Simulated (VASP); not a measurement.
Here is a VASP 6.6.1 calculation.

File INCAR:

```
SYSTEM = AlNi3
PREC = Accurate ; ENCUT = 520
EDIFF = 1E-6 ; ISMEAR = 0
SIGMA = 0.15 ; LREAL = .False.
LASPH = .True. ; NELM = 80
ALGO = Normal ; ISIF = 2
LWAVE = .False. ; LCHARG = .False.
GGA = PS ; NBANDS = 24
```

KPOINTS

```
Automatic mesh
0
Gamma
  14 14 14
  0 0 0
```

Contents of POSCAR:

```
AlNi3
1.0
    0.0000000000      2.7983328972      2.7983328972
    2.7983328972      0.0000000000      2.7983328972
    2.7983328972      2.7983328972      0.0000000000
Al Ni
1 3
Direct
    0.5000000000      0.5000000000      0.5000000000
    0.2500000000      0.2500000000      0.2500000000
    0.0000000000      0.0000000000      0.0000000000
    0.7500000000      0.7500000000      0.7500000000
```

Potentials or basis: VASP PAW PBE potentials, release 64 (Al, Ni).

The run is started by

```sh
$ cat potpaw_PBE.64/Al/POTCAR potpaw_PBE.64/Ni/POTCAR > POTCAR
$ mpirun -np 1 vasp_std > vasp.out
```

Question: What does it give for the pressure?

Answer: 0.1 GPa.

Question: Estimate the band gap on the k mesh.

Answer: Zero (an odd number of electrons rules out a gap without spin polarisation).

Caveat: the PAW data sets were made with another functional, which shifts forces and pressure a little. Spin polarisation is off, so any magnetic state and its effect on volume and gap are missing.
